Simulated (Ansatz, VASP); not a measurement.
## BeIr: VASP beside Ansatz

```
CELL_PARAMETERS angstrom
0.00000 2.28056 2.28056
2.28056 0.00000 2.28056
2.28056 2.28056 0.00000
ATOMIC_POSITIONS crystal
Be 0.50000 0.50000 0.50000
Ir 0.00000 0.00000 0.00000
```

Change from the starting cell: species swapped into the TbS type (Fm-3m, No. 225).

Alike in both runs: functional PBE; k mesh 20 × 20 × 20; occupations gaussian, width 0.1 eV; collinear spin.

Ansatz relaxed the structure, and its values are those at the end. VASP's run is a single point on that final structure, the one shown.

|  | VASP | Ansatz |
| --- | --- | --- |
| version | VASP 6.6.1 | Ansatz 0.2.0 |
| potentials or method | VASP PAW PBE potentials, release 64 (Be, Ir), cutoff 520 eV | scalar-relativistic, plane waves, PAW |
| valence electrons in the cell | 11 | 19 |

|  | VASP | Ansatz | Ansatz less VASP |
| --- | --- | --- | --- |
| gap on the k mesh at the Fermi level (eV) | none | none | - |
| pressure (GPa) | 0.4 | 0.0 | -0.42 |
| net moment per atom (μB) | 0.00 | 0.00 | 0.000 |

A gap of «none» marks a metal or a gap that the smearing closes. VASP's potentials hold 11 valence electrons a cell and Ansatz's 19, so a difference there can come from the potentials and not from the codes. Ansatz's warnings: seeded moment not kept.

Neither program's run includes spin-orbit coupling.
